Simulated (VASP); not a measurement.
# YHf2Ge3 (P6/mmm) in VASP: single point with PBE

Aim: the single point of YHf2Ge3 with PBE.

Everything below comes from runs of VASP 6.6.1. Logs are shortened: lines on timing, memory, paths and dates and some standing lists are left out, and cuts for length are marked.

## 1. The cell of the first run

It takes space group P6/mmm (No. 191, hexagonal). Conventional cell: a = 4.473 Å, b = 4.473 Å, c = 11.182 Å, α = 90.00°, β = 90.00°, γ = 120.00°. Within 4.0 Å of Y (site symmetry 6/mmm) lie 2 Hf at 3.04 Å. Within 3.4 Å of Hf (site symmetry 6mm) lie 1 Ge at 2.55 Å and 1 Y at 3.04 Å. Within 3.4 Å of Ge (site symmetry -6m2) lie 6 Ge at 2.58 Å. Ge (site symmetry 6/mmm) has 2 Hf at 2.55 Å and 6 Ge at 2.58 Å within 3.4 Å.

## 2. Single point, PBE

Contents of INCAR:

```
PREC     = Accurate       # precision mode
ENCUT    = 520            # plane-wave cutoff, eV
EDIFF    = 1E-7           # SCF threshold, eV
ISMEAR   = 0              # smearing method
SIGMA    = 0.1            # smearing width, eV
LREAL    = F              # projectors in reciprocal space
LASPH    = T              # aspherical terms in the spheres
NELM     = 60             # most SCF steps
ALGO     = Normal         # electronic algorithm
ISIF     = 2              # what is computed and relaxed
LWAVE    = F              # write WAVECAR
LCHARG   = F              # write CHGCAR
GGA      = PE             # functional
NBANDS   = 46             # bands
```

Contents of KPOINTS:

```
regular mesh
0
Gamma
  12 12 4
```

Contents of POSCAR:

```
YHf2Ge3
1.0
    4.4727515900      0.0000000000      0.0000000000
   -2.2363757950      3.8735165018      0.0000000000
    0.0000000000      0.0000000000     11.1815207264
Y Hf Ge
1 2 3
Direct
    0.0000000000      0.0000000000      0.0000000000
    0.0000000000      0.0000000000      0.7278176669
    0.0000000000      0.0000000000      0.2721823331
    0.3333333333      0.6666666667      0.5000000000
    0.6666666667      0.3333333333      0.5000000000
    0.0000000000      0.0000000000      0.5000000000
```

Potentials or basis: VASP PAW PBE potentials, release 64 (Y_sv, Hf_pv, Ge_d).

On the command line:

```sh
cat potpaw_PBE.64/Y_sv/POTCAR potpaw_PBE.64/Hf_pv/POTCAR potpaw_PBE.64/Ge_d/POTCAR > POTCAR
mpirun -np 1 vasp_std > vasp.out
```

OUTCAR:

```text
PREC = Accurate
   ENCUT = 520
   EDIFF = 1E-7
   ISMEAR = 0
   LREAL = F
   LASPH = T
   NELM = 60
   ISIF = 2
   GGA = PE

 ion  position               nearest neighbor table
   1  0.000  0.000  0.000-   2 3.04   3 3.04
   2  0.000  0.000  0.728-   6 2.55   1 3.04
   3  0.000  0.000  0.272-   6 2.55   1 3.04
   4  0.333  0.667  0.500-   6 2.58   5 2.58   5 2.58   6 2.58   6 2.58   5 2.58
   5  0.667  0.333  0.500-   4 2.58   6 2.58   4 2.58   6 2.58   6 2.58   4 2.58
   6  0.000  0.000  0.500-   2 2.55   3 2.55   4 2.58   5 2.58   5 2.58   4 2.58   5 2.58   4 2.58

  LATTYP: Found a hexagonal cell.
 ALAT       =     4.4727515900
 C/A-ratio  =     2.4999199042

  Lattice vectors:

 A1 = (   4.4727515900,   0.0000000000,   0.0000000000)
 A2 = (  -2.2363757950,   3.8735165018,   0.0000000000)
 A3 = (   0.0000000000,   0.0000000000,  11.1815207264)

Analysis of symmetry for initial positions (statically):
=====================================================================
 Subroutine PRICEL returns:
 Original cell was already a primitive cell.

 Routine SETGRP: Setting up the symmetry group for a
 hexagonal supercell.

 Subroutine GETGRP returns: Found 24 space group operations
 (whereof 24 operations were pure point group operations)
 out of a pool of 24 trial point group operations.

The static configuration has the point symmetry D_6h.

Analysis of symmetry for dynamics (positions and initial velocities):
=====================================================================
 Subroutine PRICEL returns:
 Original cell was already a primitive cell.

 Routine SETGRP: Setting up the symmetry group for a
 hexagonal supercell.

 Subroutine GETGRP returns: Found 24 space group operations
 (whereof 24 operations were pure point group operations)
 out of a pool of 24 trial point group operations.

The dynamic configuration has the point symmetry D_6h.

 Subroutine INISYM returns: Found 24 space group operations
 (whereof 24 operations are pure point group operations),
 and found     1 'primitive' translations

----------------------------------------------------------------------------------------

                                     Primitive cell

  volume of cell :     193.7229

  direct lattice vectors                    reciprocal lattice vectors
     4.472751590  0.000000000  0.000000000     0.223576020  0.129081675  0.000000000
    -2.236375795  3.873516502  0.000000000     0.000000000  0.258163351  0.000000000
     0.000000000  0.000000000 11.181520726     0.000000000  0.000000000  0.089433273

  length of vectors
     4.472751590  4.472751590 11.181520726     0.258163351  0.258163351  0.089433273

  position of ions in fractional coordinates (direct lattice)
     0.000000000  0.000000000  0.000000000
     0.000000000  0.000000000  0.727817667
     0.000000000  0.000000000  0.272182333
     0.333333333  0.666666667  0.500000000
     0.666666667  0.333333333  0.500000000
     0.000000000  0.000000000  0.500000000

  ion indices of the primitive-cell ions
   primitive index   ion index
                 1           1
                 2           2
                 3           3
                 4           4
                 5           5
                 6           6

----------------------------------------------------------------------------------------

 KPOINTS: regular mesh

Automatic generation of k-mesh.
 Grid dimensions read from file:
 generate k-points for:   12   12    4

 Generating k-lattice:

  Cartesian coordinates                     Fractional coordinates (reciprocal lattice)
     0.018631335  0.010756806  0.000000000     0.083333333  0.000000000  0.000000000
     0.000000000  0.021513613  0.000000000     0.000000000  0.083333333  0.000000000
     0.000000000  0.000000000  0.022358318     0.000000000  0.000000000  0.250000000

  Length of vectors
     0.021513613  0.021513613  0.022358318

  Shift w.r.t. Gamma in fractional coordinates (k-lattice)
     0.000000000  0.000000000  0.000000000

 Subroutine IBZKPT returns following result:
 ===========================================

 Found     57 irreducible k-points:

 Following reciprocal coordinates:
            Coordinates               Weight
  0.000000  0.000000  0.000000      1.000000
  0.083333 -0.000000  0.000000      6.000000
  0.166667  0.000000  0.000000      6.000000
  0.250000  0.000000  0.000000      6.000000
  0.333333  0.000000  0.000000      6.000000
  0.416667  0.000000  0.000000      6.000000
[... 16 lines left out ...]
  0.250000  0.000000  0.250000     12.000000
  0.333333  0.000000  0.250000     12.000000
 [... further k-points ...]
   k-points           NKPTS =     57   k-points in BZ     NKDIM =     57   number of bands    NBANDS=     46
   number of dos      NEDOS =    301   number of ions     NIONS =      6
   total plane-waves  NPLWV = 108864
   dimension x,y,z NGX =    36 NGY =   36 NGZ =   84
   dimension x,y,z NGXF=    72 NGYF=   72 NGZF=  168
   ions per type =               1   2   3
   NGX,Y,Z   is equivalent  to a cutoff of  13.38, 13.38, 12.49 a.u.
   NGXF,Y,Z  is equivalent  to a cutoff of  26.76, 26.76, 24.98 a.u.
 SYSTEM =  unknown system
   PREC   = accura    normal or accurate (medium, high low for compatibility)
   ISTART =      0    job   : 0-new  1-cont  2-samecut
   ICHARG =      2    charge: 1-file 2-atom 10-const
   ISPIN  =      1    spin polarized calculation?
   LNONCOLLINEAR =      F non collinear calculations
   LSORBIT =      F    spin-orbit coupling
   LASPH  =      T    aspherical Exc in radial PAW
   ENCUT  =  520.0 eV  38.22 Ry    6.18 a.u.   8.32  8.32 20.79*2*pi/ulx,y,z
   NELM   =     60;   NELMIN=  2; NELMDL= -5     # of ELM steps
   EDIFF  = 0.1E-06   stopping-criterion for ELM
   LREAL  =      F    real-space projection
   EDIFFG = 0.1E-05   stopping-criterion for IOM
   NSW    =      0    number of steps for IOM
   IBRION =     -1    ionic relax: 0-MD 1-quasi-New 2-CG
   NFREE  =      0    steps in history (QN), initial steepest desc. (CG)
   ISIF   =      2    stress and relaxation
   ISYM   =      2    0-nonsym 1-usesym 2-fastsym
   POTIM  = 0.5000    time-step for ionic-motion
   TEBEG  =    0.0;   TEEND  =   0.0 temperature during run
   PSTRESS=    0.0 pullay stress
   NELECT =      73.0000    total number of electrons
   NUPDOWN=      -1.0000    fix difference up-down
   EMIN   =  10.00;   EMAX   =-10.00  energy-range for DOS
   EFERMI =   0.00;   METHOD = LEGACY
   ISMEAR =     0;   SIGMA  =   0.10  broadening in eV -4-tet -1-fermi 0-gaus
   EFERMI_NEDOS =   21; number of points for ismear=-14 and -15
   IALGO  =     38    algorithm
   IMIX   =      4    mixing-type and parameters
     AMIX     =   0.40;   BMIX     =  1.00
     AMIX_MAG =   1.60;   BMIX_MAG =  1.00
  volume/ion in A,a.u.               =      32.29       217.88
  Fermi-wavevector in a.u.,A,eV,Ry     =   1.182466  2.234537 19.024026  1.398226
  Thomas-Fermi vector in A             =   2.318720
   LORBIT       =      0    0 simple, 1 ext, 2 COOP (PROOUT), +10 PAW based schemes
   GGA     = PE    functional components
   LHFCALC =     F    Hartree Fock is set to
   AEXX    =    0.0000 exact exchange contribution
   IVDW    =     0    specifies the selected vdW correction
   LEPSILON=     F    determine dielectric tensor
   LRPA    =     F    only Hartree local field effects (RPA)
 non-spin polarized calculation
 Gauss-broadening in eV      SIGMA  =   0.10
  energy-cutoff  :      520.00
  volume of cell :      193.72
 maximum number of plane-waves:      5248
 NGX is ok and might be reduce to    36
   NGX = 17   NGY = 17   NGZ = 41

 number of electron      72.9999978 magnetization

 Free energy of the ion-electron system (eV)
  ---------------------------------------------------
  ext. energy  EPLUGINS =         0.00000000
  ---------------------------------------------------
  free energy    TOTEN  =       -31.37780410 eV

  energy without entropy =      -31.32965837  energy(sigma->0) =      -31.35373123

 E-fermi :   2.8375     XC(G=0):  -8.9755

 val. band max:        2.8360004642   @ k =   0.3333   0.1667   0.5000
 cond. band min:       2.8477549458   @ k =   0.4167   0.1667   0.2500
 fundamental gap:      0.0117544815
 Fermi energy:         2.8374823836

 k-point     1 :       0.0000    0.0000    0.0000
  band No.  band energies     occupation
      1     -40.8342      2.00000
      2     -29.3130      2.00000
      3     -29.3130      2.00000
      4     -29.3127      2.00000
      5     -29.3127      2.00000
      6     -29.0913      2.00000
[... 38 lines left out ...]
     45       4.5671      0.00000
     46       4.5671      0.00000

 k-point     2 :       0.0833   -0.0000    0.0000
  band No.  band energies     occupation
      1     -40.8340      2.00000
      2     -29.3136      2.00000
      3     -29.3133      2.00000
      4     -29.3131      2.00000
      5     -29.3129      2.00000
      6     -29.0912      2.00000
[... 38 lines left out ...]
     45       4.4809      0.00000
     46       4.5685      0.00000

 k-point     3 :       0.1667    0.0000    0.0000
  band No.  band energies     occupation
      1     -40.8337      2.00000
      2     -29.3154      2.00000
      3     -29.3151      2.00000
      4     -29.3136      2.00000
      5     -29.3133      2.00000
      6     -29.0910      2.00000
[... 38 lines left out ...]
     45       4.2993      0.00000
     46       4.5646      0.00000

 k-point     4 :       0.2500    0.0000    0.0000
  band No.  band energies     occupation
      1     -40.8333      2.00000
      2     -29.3178      2.00000
      3     -29.3176      2.00000
      4     -29.3142      2.00000
      5     -29.3140      2.00000
      6     -29.0906      2.00000
[... 920 lines left out ...]
     45       4.0890      0.00000
     46       4.1891      0.00000

 k-point    23 :       0.2500    0.0000    0.2500
  band No.  band energies     occupation
      1     -40.8333      2.00000
      2     -29.3178      2.00000
      3     -29.3175      2.00000
      4     -29.3143      2.00000
      5     -29.3140      2.00000
      6     -29.0945      2.00000
[... 38 lines left out ...]
     45       4.3301      0.00000
     46       4.3472      0.00000

 k-point    24 :       0.3333    0.0000    0.2500
  band No.  band energies     occupation
      1     -40.8329      2.00000
      2     -29.3202      2.00000
      3     -29.3200      2.00000
      4     -29.3149      2.00000
      5     -29.3146      2.00000
      6     -29.0941      2.00000
[... 38 lines left out ...]
     45       4.5088      0.00000
     46       4.9213      0.00000

 [... further k-points ...]
[... 5 lines left out ...]
  --------------------------------------------------------------------------------------
  -------------------------------------------------------------------------------------
  Total        0.0141701      0.0141701     -0.2886960      0.0000000     -0.0000000     -0.0000000
  in kB        0.1171931      0.1171931     -2.3876479      0.0000000     -0.0000000     -0.0000000
  external PRESSURE =      -0.7177539 kB  Pullay stress =       0.0000000 kB

 VOLUME and BASIS-vectors are now :
 -----------------------------------------------------------------------------
  energy-cutoff  :      520.00
  volume of cell :      193.72
      direct lattice vectors                 reciprocal lattice vectors
     4.472751590  0.000000000  0.000000000     0.223576020  0.129081675  0.000000000
    -2.236375795  3.873516502  0.000000000     0.000000000  0.258163351  0.000000000
     0.000000000  0.000000000 11.181520726     0.000000000  0.000000000  0.089433273

 POSITION                                       TOTAL-FORCE (eV/Angst)
 -----------------------------------------------------------------------------------
      0.00000      0.00000      0.00000        -0.000000      0.000000      0.000000
      0.00000      0.00000      8.13811         0.000000      0.000000     -0.029300
      0.00000      0.00000      3.04341        -0.000000      0.000000      0.029300
     -0.00000      2.58234      5.59076         0.000000      0.000000      0.000000
      2.23638      1.29117      5.59076         0.000000     -0.000000     -0.000000
      0.00000      0.00000      5.59076        -0.000000      0.000000      0.000000
 -----------------------------------------------------------------------------------
    total drift:                                0.000000      0.000000     -0.000000

  FREE ENERGIE OF THE ION-ELECTRON SYSTEM (eV)
  ---------------------------------------------------
  free  energy   TOTEN  =       -31.3778040964 eV

  energy  without entropy=      -31.3296583707  energy(sigma->0) =      -31.35373123
```

Wall time 25 min (1 thread of AMD EPYC 7R13, shared host); peak memory 0.63 GiB.

What came out:

```yaml
Free_energy: -31.3778 eV
Pressure: -0.1 GPa
Largest_force: 0.029 eV/Å
```

Forces on the atoms (eV/Å):
```
Y    0.000  0.000  0.000
Hf   0.000  0.000 -0.029
Hf   0.000  0.000  0.029
Ge   0.000  0.000  0.000
Ge   0.000  0.000  0.000
Ge   0.000  0.000  0.000
```

Caveat: spin-orbit coupling is left out, which moves the levels of the heavy elements.
